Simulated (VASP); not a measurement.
# LiY3 (P1) in VASP: a series of runs

Runs on LiY3. Level: PBE. Tasks: single point.

All numbers are computed with VASP 6.6.1; they aren't measurements. Logs are shortened: lines on timing, memory, paths and dates and some standing lists are left out, and cuts for length are marked.

## Step 1: The cell of the first run

The typed cell holds 4 atoms: a = 4.920 Å, b = 4.920 Å, c = 4.920 Å, α = 90.00°, β = 90.00°, γ = 90.00°.

## Step 2: Single point, PBE

Input file INCAR:

```
ALGO = Normal ; EDIFF = 1E-6
ENCUT = 520 ; GGA = PE
ISIF = 2 ; ISMEAR = -1
LASPH = T ; LCHARG = F
LREAL = F ; LWAVE = F
NBANDS = 26 ; NELM = 80
PREC = Accurate ; SIGMA = 0.05
```

Input file KPOINTS:

```
k-points
0
Gamma
  3 3 3
```

Input file POSCAR:

```
LiY3
1.0
    4.9197100000      0.0000000000      0.0000000000
    0.0000000000      4.9197100000      0.0000000000
    0.0000000000      0.0000000000      4.9197100000
Li Y
1 3
Direct
    0.0441200000      0.9808300000      0.9994900000
    0.4810463201      0.5238000000      0.9626300000
    0.4699700000      0.9966800000      0.5034800000
    0.9885600000      0.5416300000      0.4928600000
```

Potentials or basis: VASP PAW PBE potentials, release 64 (Li_sv, Y_sv).

Started as:

```bash
$ cat potpaw_PBE.64/Li_sv/POTCAR potpaw_PBE.64/Y_sv/POTCAR > POTCAR
$ mpirun -np 1 vasp_std > vasp.out
```

OUTCAR:

```text
EDIFF = 1E-6
   ENCUT = 520
   GGA = PE
   ISIF = 2
   ISMEAR = -1
   LASPH = T
   LREAL = F
   NELM = 80
   PREC = Accurate

 ion  position               nearest neighbor table
   1  0.044  0.981  0.999-   2 3.12   3 3.22   3 3.25   4 3.26   4 3.31   2 3.43
   2  0.481  0.524  0.963-   1 3.12   3 3.24   4 3.35   4 3.40   1 3.43   3 3.44   3 3.53   4 3.56
                             4 3.61   3 3.72
   3  0.470  0.997  0.503-   1 3.22   2 3.24   1 3.25   4 3.26   4 3.39   2 3.44   2 3.53   4 3.58
                             4 3.70   2 3.72
   4  0.989  0.542  0.493-   3 3.26   1 3.26   1 3.31   2 3.35   3 3.39   2 3.40   2 3.56   3 3.58
                             2 3.61   3 3.70

  LATTYP: Found a simple cubic cell.
 ALAT       =     4.9197100000

  Lattice vectors:

 A1 = (   4.9197100000,   0.0000000000,   0.0000000000)
 A2 = (   0.0000000000,   4.9197100000,   0.0000000000)
 A3 = (   0.0000000000,   0.0000000000,   4.9197100000)

Analysis of symmetry for initial positions (statically):
=====================================================================
 Subroutine PRICEL returns:
 Original cell was already a primitive cell.

 Routine SETGRP: Setting up the symmetry group for a
 simple cubic supercell.

 Subroutine GETGRP returns: Found  1 space group operations
 (whereof  1 operations were pure point group operations)
 out of a pool of 48 trial point group operations.

The static configuration has the point symmetry C_1 .

Analysis of symmetry for dynamics (positions and initial velocities):
=====================================================================
 Subroutine PRICEL returns:
 Original cell was already a primitive cell.

 Routine SETGRP: Setting up the symmetry group for a
 simple cubic supercell.

 Subroutine GETGRP returns: Found  1 space group operations
 (whereof  1 operations were pure point group operations)
 out of a pool of 48 trial point group operations.

The dynamic configuration has the point symmetry C_1 .

 Subroutine INISYM returns: Found  1 space group operations
 (whereof  1 operations are pure point group operations),
 and found     1 'primitive' translations

----------------------------------------------------------------------------------------

                                     Primitive cell

  volume of cell :     119.0744

  direct lattice vectors                    reciprocal lattice vectors
     4.919710000  0.000000000  0.000000000     0.203264014  0.000000000  0.000000000
     0.000000000  4.919710000  0.000000000     0.000000000  0.203264014  0.000000000
     0.000000000  0.000000000  4.919710000     0.000000000  0.000000000  0.203264014

  length of vectors
     4.919710000  4.919710000  4.919710000     0.203264014  0.203264014  0.203264014

  position of ions in fractional coordinates (direct lattice)
     0.044120000  0.980830000  0.999490000
     0.481046320  0.523800000  0.962630000
     0.469970000  0.996680000  0.503480000
     0.988560000  0.541630000  0.492860000

  ion indices of the primitive-cell ions
   primitive index   ion index
                 1           1
                 2           2
                 3           3
                 4           4

----------------------------------------------------------------------------------------

 KPOINTS: k-points

Automatic generation of k-mesh.
 Grid dimensions read from file:
 generate k-points for:    3    3    3

 Generating k-lattice:

  Cartesian coordinates                     Fractional coordinates (reciprocal lattice)
     0.067754671  0.000000000  0.000000000     0.333333333  0.000000000  0.000000000
     0.000000000  0.067754671  0.000000000     0.000000000  0.333333333  0.000000000
     0.000000000  0.000000000  0.067754671     0.000000000  0.000000000  0.333333333

  Length of vectors
     0.067754671  0.067754671  0.067754671

  Shift w.r.t. Gamma in fractional coordinates (k-lattice)
     0.000000000  0.000000000  0.000000000

 Subroutine IBZKPT returns following result:
 ===========================================

 Found     14 irreducible k-points:

 Following reciprocal coordinates:
            Coordinates               Weight
  0.000000  0.000000  0.000000      1.000000
  0.333333  0.000000  0.000000      2.000000
  0.000000  0.333333  0.000000      2.000000
  0.000000  0.000000  0.333333      2.000000
  0.333333  0.333333  0.000000      2.000000
  0.000000  0.333333  0.333333      2.000000
  0.333333  0.000000  0.333333      2.000000
 -0.333333  0.333333  0.000000      2.000000
 -0.333333  0.000000  0.333333      2.000000
  0.000000 -0.333333  0.333333      2.000000
  0.333333  0.333333  0.333333      2.000000
 -0.333333  0.333333  0.333333      2.000000
 -0.333333 -0.333333  0.333333      2.000000
  0.333333 -0.333333  0.333333      2.000000
   k-points           NKPTS =     14   k-points in BZ     NKDIM =     14   number of bands    NBANDS=     26
   number of dos      NEDOS =    301   number of ions     NIONS =      4
   total plane-waves  NPLWV =  64000
   dimension x,y,z NGX =    40 NGY =   40 NGZ =   40
   dimension x,y,z NGXF=    80 NGYF=   80 NGZF=   80
   ions per type =               1   3
   NGX,Y,Z   is equivalent  to a cutoff of  13.52, 13.52, 13.52 a.u.
   NGXF,Y,Z  is equivalent  to a cutoff of  27.03, 27.03, 27.03 a.u.
 SYSTEM =  unknown system
   PREC   = accura    normal or accurate (medium, high low for compatibility)
   ISTART =      0    job   : 0-new  1-cont  2-samecut
   ICHARG =      2    charge: 1-file 2-atom 10-const
   ISPIN  =      1    spin polarized calculation?
   LNONCOLLINEAR =      F non collinear calculations
   LSORBIT =      F    spin-orbit coupling
   LASPH  =      T    aspherical Exc in radial PAW
   ENCUT  =  520.0 eV  38.22 Ry    6.18 a.u.   9.15  9.15  9.15*2*pi/ulx,y,z
   NELM   =     80;   NELMIN=  2; NELMDL= -5     # of ELM steps
   EDIFF  = 0.1E-05   stopping-criterion for ELM
   LREAL  =      F    real-space projection
   EDIFFG = 0.1E-04   stopping-criterion for IOM
   NSW    =      0    number of steps for IOM
   IBRION =     -1    ionic relax: 0-MD 1-quasi-New 2-CG
   NFREE  =      0    steps in history (QN), initial steepest desc. (CG)
   ISIF   =      2    stress and relaxation
   ISYM   =      2    0-nonsym 1-usesym 2-fastsym
   POTIM  = 0.5000    time-step for ionic-motion
   TEBEG  =    0.0;   TEEND  =   0.0 temperature during run
   PSTRESS=    0.0 pullay stress
   NELECT =      36.0000    total number of electrons
   NUPDOWN=      -1.0000    fix difference up-down
   EMIN   =  10.00;   EMAX   =-10.00  energy-range for DOS
   EFERMI =   0.00;   METHOD = LEGACY
   ISMEAR =    -1;   SIGMA  =   0.05  broadening in eV -4-tet -1-fermi 0-gaus
   EFERMI_NEDOS =   21; number of points for ismear=-14 and -15
   IALGO  =     38    algorithm
   IMIX   =      4    mixing-type and parameters
     AMIX     =   0.40;   BMIX     =  1.00
     AMIX_MAG =   1.60;   BMIX_MAG =  1.00
  volume/ion in A,a.u.               =      29.77       200.89
  Fermi-wavevector in a.u.,A,eV,Ry     =   1.098760  2.076355 16.425953  1.207273
  Thomas-Fermi vector in A             =   2.235143
   LORBIT       =      0    0 simple, 1 ext, 2 COOP (PROOUT), +10 PAW based schemes
   GGA     = PE    functional components
   LHFCALC =     F    Hartree Fock is set to
   AEXX    =    0.0000 exact exchange contribution
   IVDW    =     0    specifies the selected vdW correction
   LEPSILON=     F    determine dielectric tensor
   LRPA    =     F    only Hartree local field effects (RPA)
 non-spin polarized calculation
  energy-cutoff  :      520.00
  volume of cell :      119.07
 maximum number of plane-waves:      3235
 NGX is ok and might be reduce to    40
   NGX = 19   NGY = 19   NGZ = 19

 number of electron      35.9999999 magnetization

 Free energy of the ion-electron system (eV)
  ---------------------------------------------------
  ext. energy  EPLUGINS =         0.00000000
  ---------------------------------------------------
  free energy    TOTEN  =       -20.08772808 eV

  energy without entropy =      -20.01091102  energy(sigma->0) =      -20.04931955

 E-fermi :   2.5093     XC(G=0):  -8.9907

 val. band max:        2.4733441633   @ k =  -0.3333  -0.3333   0.3333
 cond. band min:       2.5180907781   @ k =   0.0000   0.3333   0.0000
 fundamental gap:      0.0447466149
 Fermi energy:         2.5093400360

 k-point     1 :       0.0000    0.0000    0.0000
  band No.  band energies     occupation
      1     -42.9097      2.00000
      2     -40.2541      2.00000
      3     -40.1548      2.00000
      4     -40.1420      2.00000
      5     -20.4864      2.00000
      6     -20.4632      2.00000
[... 18 lines left out ...]
     25       5.5750      0.00000
     26       5.6479      0.00000

 k-point     2 :       0.3333    0.0000    0.0000
  band No.  band energies     occupation
      1     -42.9097      2.00000
      2     -40.2320      2.00000
      3     -40.1760      2.00000
      4     -40.1427      2.00000
      5     -20.4433      2.00000
      6     -20.3836      2.00000
[... 18 lines left out ...]
     25       5.2280      0.00000
     26       5.8292      0.00000

 k-point     3 :       0.0000    0.3333    0.0000
  band No.  band energies     occupation
      1     -42.9097      2.00000
      2     -40.2370      2.00000
      3     -40.1609      2.00000
      4     -40.1529      2.00000
      5     -20.4294      2.00000
      6     -20.4061      2.00000
[... 282 lines left out ...]
 k-point    13 :      -0.3333   -0.3333    0.3333
  band No.  band energies     occupation
      1     -42.9097      2.00000
      2     -40.2079      2.00000
      3     -40.1777      2.00000
      4     -40.1644      2.00000
      5     -20.5411      2.00000
      6     -20.4044      2.00000
[... 18 lines left out ...]
     25       5.2783      0.00000
     26       5.6071      0.00000

 k-point    14 :       0.3333   -0.3333    0.3333
  band No.  band energies     occupation
      1     -42.9097      2.00000
      2     -40.2081      2.00000
      3     -40.1774      2.00000
      4     -40.1645      2.00000
      5     -20.5452      2.00000
      6     -20.4010      2.00000
[... 18 lines left out ...]
     25       5.2743      0.00000
     26       5.7438      0.00000

------------------------ aborting loop because EDIFF is reached ----------------------------------------

  FORCE on cell =-STRESS in cart. coord.  units (eV):
  Direction    XX          YY          ZZ          XY          YZ          ZX
  --------------------------------------------------------------------------------------
  -------------------------------------------------------------------------------------
  Total        0.8633152      0.5691199      0.6651704     -0.0399160     -0.2442245      0.0238854
  in kB       11.6161295      7.6576554      8.9500407     -0.5370797     -3.2861046      0.3213848
  external PRESSURE =       9.4079418 kB  Pullay stress =       0.0000000 kB

 VOLUME and BASIS-vectors are now :
 -----------------------------------------------------------------------------
  energy-cutoff  :      520.00
  volume of cell :      119.07
      direct lattice vectors                 reciprocal lattice vectors
     4.919710000  0.000000000  0.000000000     0.203264014  0.000000000  0.000000000
     0.000000000  4.919710000  0.000000000     0.000000000  0.203264014  0.000000000
     0.000000000  0.000000000  4.919710000     0.000000000  0.000000000  0.203264014

 POSITION                                       TOTAL-FORCE (eV/Angst)
 -----------------------------------------------------------------------------------
      0.21706      4.82540      4.91720        -0.555759      0.328513     -0.133198
      2.36661      2.57694      4.73586         0.305490     -0.479435      0.957602
      2.31212      4.90338      2.47698         0.369404      0.743424     -0.443381
      4.86343      2.66466      2.42473        -0.119135     -0.592501     -0.381023
 -----------------------------------------------------------------------------------
    total drift:                                0.000251     -0.000072      0.000086

  FREE ENERGIE OF THE ION-ELECTRON SYSTEM (eV)
  ---------------------------------------------------
  free  energy   TOTEN  =       -20.0877280753 eV

  energy  without entropy=      -20.0109110154  energy(sigma->0) =      -20.04931955
```

It took 93 s on 1 thread of Intel Xeon 8259CL, shared host; peak memory 0.26 GiB.

What came out:

```
Free energy            : -20.0877 eV
Largest force          : 1.114 eV/Å
Band gap on the k mesh : zero (bands 18 and 19 overlap by 0.27 eV)
```

Forces in eV/Å, atoms in the order of the input:
```
Li  -0.556  0.329 -0.133
Y    0.305 -0.479  0.958
Y    0.369  0.743 -0.443
Y   -0.119 -0.593 -0.381
```

Caveat: the k points lie up to 0.43 Å⁻¹ apart; the cutoff is under 1.25 times the usual one of these potentials, so pressure, stress and relaxed cells hold a basis-set (Pulay) error; forces of over 1 eV/Å act on the atoms, so gaps and moduli don't describe the material at rest.

## Step 3: Single point, PBE

INCAR: that of step 2 with these lines changed.

```diff
@@ -5,3 +5,3 @@
 LREAL = F ; LWAVE = F
-NBANDS = 26 ; NELM = 80
+NBANDS = 26 ; NELM = 60
 PREC = Accurate ; SIGMA = 0.05
```

KPOINTS is that of step 2.

POSCAR: that of step 2 with these lines changed.

```diff
@@ -9,3 +9,3 @@
     0.0441200000      0.9808300000      0.9994900000
-    0.4810463201      0.5238000000      0.9626300000
+    0.4790136799      0.5238000000      0.9626300000
     0.4699700000      0.9966800000      0.5034800000
```

Potentials or basis: VASP PAW PBE potentials, release 64 (Li_sv, Y_sv).

Started as:

```bash
$ cat potpaw_PBE.64/Li_sv/POTCAR potpaw_PBE.64/Y_sv/POTCAR > POTCAR
$ mpirun -np 1 vasp_std > vasp.out
```

Run time: 93 s. Hardware: 1 thread of Intel Xeon 8259CL, shared host; peak memory 0.26 GiB.

It converged, with:

- Free energy: -20.0846 eV
- Largest force: 1.122 eV/Å
- Band gap on the k mesh: zero (bands 18 and 19 overlap by 0.27 eV)

Forces on the atoms (eV/Å):
```
Li  -0.562  0.330 -0.134
Y    0.327 -0.482  0.958
Y    0.376  0.746 -0.443
Y   -0.142 -0.593 -0.381
```

Levels at points of the mesh, in eV from the Fermi level:
```
           k point  band 15  band 16  band 17  band 18  band 19  band 20  band 21  band 22
(0.00, 0.00, 0.00)    -1.84    -0.75    -0.70    -0.34    -0.30    -0.25     1.92     2.03
```

Caveat: the k points lie up to 0.43 Å⁻¹ apart; the cutoff is under 1.25 times the usual one of these potentials, so pressure, stress and relaxed cells hold a basis-set (Pulay) error; forces of over 1 eV/Å act on the atoms, so gaps and moduli don't describe the material at rest.

[end of part 1 of 2]

The gap in the log of VASP goes by the Fermi energy; the results here count the filled bands.